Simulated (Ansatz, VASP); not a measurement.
## Hg in VASP and in Ansatz

Contents of INCAR:

```
PREC = Accurate
ENCUT = 600
EDIFF = 1E-6
ISMEAR = 0
SIGMA = 0.1
LREAL = F
LASPH = T
NELM = 80
ALGO = Normal
ISIF = 3
LWAVE = F
LCHARG = F
GGA = PE
IBRION = 2
NSW = 90
EDIFFG = -0.04
```

File KPOINTS:

```
Automatic mesh
0
Gamma
  6 6 6
```

The input POSCAR:

```
Hg
1.0
    4.8080760400      0.0000000000      0.0000000000
   -2.4040380200      4.1639160000      0.0000000000
    0.0000000000      0.0000000000      3.0309898700
Hg
2
Direct
    0.3333333300      0.6666666700      0.5000000000
    0.6666666700      0.3333333300      0.5000000000
```

Input for Ansatz:

```yaml
crystal:
  lattice:
    - [4.80807604, 0.0, 0.0]
    - [-2.40403802, 4.163916, 0.0]
    - [0.0, 0.0, 3.03098987]
  atoms:
    - { symbol: Hg, position: [0.33333333, 0.66666667, 0.5] }
    - { symbol: Hg, position: [0.66666667, 0.33333333, 0.5] }
basis:
  ecutwfc: 420
kpoints:
  mp_grid: { grid: [6, 6, 6] }
hamiltonian:
  xc: pbe
scf:
  occupations: { method: gaussian, width: 0.1 }
  lower_state_search: "off"
output:
  forces: true
  stress: true
  eigenvalues: true
relax:
  adjacent_minimum: "off"
  f_tol: 0.04
  max_steps: 70
  cell: { stress_tol: 0.4 }
```

Alike in both runs: task relaxation of cell and atoms; functional PBE; k mesh 6 × 6 × 6; occupations gaussian, width 0.1 eV; no spin polarisation.

```csv
,VASP,Ansatz
version,VASP 6.6.1,Ansatz 0.2.0
potentials or method,"VASP PAW PBE potentials, release 64 (Hg), cutoff 600 eV","scalar-relativistic, plane waves, PAW"
valence electrons in the cell,24,40
```

```csv
,VASP,Ansatz,Ansatz less VASP
"gap on the k mesh at the Fermi level, each at its own relaxed structure (eV)",none,none,-
relaxed volume (Å³/atom),36.58,36.05,-0.538
relaxed cell length with the largest relative difference (Å),5.167,5.135,-0.0321
```

A gap of «none» marks a metal or a gap that the smearing closes. VASP's potentials hold 24 valence electrons a cell and Ansatz's 40, so a difference there can come from the potentials and not from the codes.

Neither program's run includes spin-orbit coupling. Noted on VASP's run: the volume moved by over 15 % at a fixed basis, so the end points are rough.
